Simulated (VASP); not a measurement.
Runs of VASP 6.6.1 on BP3. The structure is that of space group Pm-3m (No. 221), or close to it. The cells are those of the table. 

```tsv
task	cell	k mesh	cutoff (eV)	gap on the mesh (eV)	pressure (GPa)	relaxed volume (Å³/atom)
single point	a = 3.845 Å, 4 atoms	6 × 6 × 6	520	none	(b)	-
relaxation of cell and atoms	relaxed from a = 3.845 Å, 4 atoms	4 × 4 × 4	600	none	0.0	12.68
relaxation of cell and atoms	relaxed from a = 3.702 Å, 4 atoms	6 × 6 × 6	600	none	0.2	12.51
relaxation of cell and atoms	relaxed from a = 3.693 Å, 4 atoms	12 × 12 × 12	600	none	0.0	12.52
single point	a = 3.693 Å, 4 atoms	6 × 6 × 6	520	none	-0.5	-
single point	a = 3.702 Å, 4 atoms	4 × 4 × 4	520	none	0.0	-
single point	a = 3.689 Å, 4 atoms	12 × 12 × 12	520	none	(a)	-
```

Alike in all rows: level PBE; potentials or basis VASP PAW PBE potentials, release 64 (B, P); no spin polarisation; smearing gaussian 0.1 eV.

Problem. Fill in the values left out.

Solution. (a) -0.2; (b) -8.7.

Caveats: some runs use coarse meshes; the cell stands under tension (at least some runs).

A gap of «none» marks levels without a gap at the run's occupations.
